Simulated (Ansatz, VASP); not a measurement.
**SnSe in VASP and in Ansatz**

```
Sn Se
1.0
     0.00000    2.83477    2.83477
     2.83477    0.00000    2.83477
     2.83477    2.83477    0.00000
Sn Se
1 1
Direct
  0.00000 0.00000 0.00000
  0.25000 0.25000 0.25000
```

Change from the starting cell: volume scaled by 0.64, LAPW.

Alike in both runs: task single point; functional LDA; k mesh 11 × 11 × 11; occupations fermi-dirac, width 0.08 eV; no spin polarisation.

|  | VASP | Ansatz |
| --- | --- | --- |
| version | VASP 6.6.1 | Ansatz 0.2.0 |
| potentials or method | VASP PAW LDA potentials, release 64 (Sn_d, Se), cutoff 520 eV | all-electron LAPW, scalar-relativistic |

Ansatz gave:

* pressure (GPa): 36.2

Problem. Which values does VASP return?

Solution. Pressure (GPa): 36.5.

LDA's correlation is that of Perdew and Zunger in VASP and of Perdew and Wang (1992) in Ansatz. Both programs put the cell under a high pressure, so it lies far from rest at this level. Ansatz ran all-electron here, and VASP with PAW potentials.
